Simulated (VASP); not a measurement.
Crystal: SnO2.

```
Sn O
1.0
     4.73800    0.00000    0.00000
     0.00000    4.73800    0.00000
     0.00000    0.00000    3.18650
Sn O
2 4
Direct
  0.50000 0.50000 0.50000
  0.00000 0.00000 0.00000
  0.80710 0.19290 0.50000
  0.69290 0.69290 0.00000
  0.19290 0.80710 0.50000
  0.30710 0.30710 0.00000
```

- Program: VASP 6.6.1
- Task: relaxation of cell and atoms
- Functional: BLYP
- Potentials or basis: VASP PAW PBE potentials, release 64 (Sn_d, O)
- Cutoff: 600 eV
- k mesh: 6 × 6 × 8
- Occupations: fermi-dirac, width 0.05 eV
- Spin: no spin polarisation

At the start: pressure 17.8 GPa; volume 11.92 Å³/atom.

Problem. Where does the relaxation end?

Solution. Over 12 steps the energy falls by 55.5 meV/atom and the volume is 13.01 Å³/atom (+9.2 %); space group P4_2/mnm (No. 136, to 0.1 Å) before and after.

Step by step:
| step | energy change (eV) | largest force (eV/Å) | pressure (GPa) | volume (Å³) |
| --- | --- | --- | --- | --- |
| 1 | 0.0000 | 0.3743 | 17.82 | 71.53 |
| 2 | 0.0719 | 0.4451 | -13.09 | 86.15 |
| 3 | -0.3277 | 0.1328 | -0.15 | 77.91 |
| 4 | -0.3279 | 0.1246 | 0.16 | 77.77 |
| 5 | -0.3278 | 0.1172 | 0.44 | 77.64 |
| 6 | -0.3326 | 0.0186 | 0.26 | 77.88 |
| 7 | -0.3331 | 0.0245 | 0.20 | 77.98 |
| 8 | -0.3331 | 0.0274 | 0.20 | 77.99 |
| 9 | -0.3332 | 0.0011 | -0.20 | 78.17 |
| 10 | -0.3333 | 0.0082 | -0.07 | 78.11 |
| 11 | -0.3333 | 0.0090 | -0.05 | 78.11 |
| 12 | -0.3333 | 0.0011 | 0.00 | 78.09 |

Final structure:
```
CELL_PARAMETERS angstrom
4.88473 0.00000 0.00000
0.00000 4.88473 0.00000
0.00000 0.00000 3.27258
ATOMIC_POSITIONS crystal
Sn 0.50000 0.50000 0.50000
Sn 0.00000 0.00000 0.00000
O 0.80678 0.19322 0.50000
O 0.69322 0.69322 0.00000
O 0.19322 0.80678 0.50000
O 0.30678 0.30678 0.00000
```

Caveat: the PAW data sets were made with another functional, which shifts forces and pressure a little.
